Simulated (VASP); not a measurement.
Set up this calculation in VASP 6.6.1, as the native input.

```
Task                   : single point
Functional             : r2SCAN
Potentials or basis    : VASP PAW PBE potentials, release 64 (Sb)
Cutoff                 : 520 eV
k mesh                 : 5 × 5 × 5
Occupations            : methfessel-paxton, width 0.05 eV
Spin                   : no spin polarisation
Dipole correction      : no
Further INCAR settings : ALGO = Normal; EDIFF = 1e-07; NBANDS = 12
```

Sb:

```
Sb
1.0
     2.18140    1.25943    3.82826
    -2.18140    1.25943    3.82826
     0.00000   -2.51886    3.82826
Sb
2
Direct
  0.23051 0.23051 0.23051
  0.76949 0.76949 0.76949
```

One way to write it, as run:

POSCAR

```
Sb
1.0
    2.1813993002      1.2594314732      3.8282552761
   -2.1813993002      1.2594314732      3.8282552761
    0.0000000000     -2.5188629464      3.8282552761
Sb
2
Direct
    0.2305087736      0.2305087736      0.2305087736
    0.7694912264      0.7694912264      0.7694912264
```

INCAR.step1

```
SYSTEM = Sb
PREC = Accurate ; ENCUT = 520
ISMEAR = 1 ; SIGMA = 0.05
LREAL = .False. ; LASPH = .True.
NELM = 100 ; NBANDS = 12
GGA = PE ; ALGO = Normal
EDIFF = 1E-4 ; LWAVE = .True.
LCHARG = .False.
```

INCAR.step2

```
SYSTEM = Sb
PREC = Accurate ; ENCUT = 520
EDIFF = 1E-7 ; ISMEAR = 1
SIGMA = 0.05 ; LREAL = .False.
LASPH = .True. ; NELM = 100
ALGO = Normal ; ISIF = 2
LWAVE = .False. ; LCHARG = .True.
METAGGA = R2SCAN ; LMIXTAU = .True.
LELF = .True. ; LVHAR = .True.
NBANDS = 12 ; ISTART = 1
```

KPOINTS

```
Automatic mesh
0
Gamma
  5 5 5
  0 0 0
```

Potentials or basis: VASP PAW PBE potentials, release 64 (Sb).

Launch:

```bash
$ cat potpaw_PBE.64/Sb/POTCAR > POTCAR
$ cp INCAR.step1 INCAR
$ mpirun -np 1 vasp_std > vasp.out
$ cp INCAR.step2 INCAR
$ mpirun -np 1 vasp_std > vasp.out
```

It gave:

The pressure is 0.1 GPa. The largest force is 0.054 eV/Å and the band gap on the k mesh is 0.37 eV, indirect (least direct gap 0.62 eV).

Caveat: the PAW data sets were made with another functional, which shifts forces and pressure a little; spin-orbit coupling is left out, which moves the levels of the heavy elements.

Run time: 55 s on 1 thread of Intel(R) Xeon(R) Platinum 8259CL CPU @ 2.50GHz (Skylake/Cascade Lake) (shared host), peak memory 0.2 GiB.
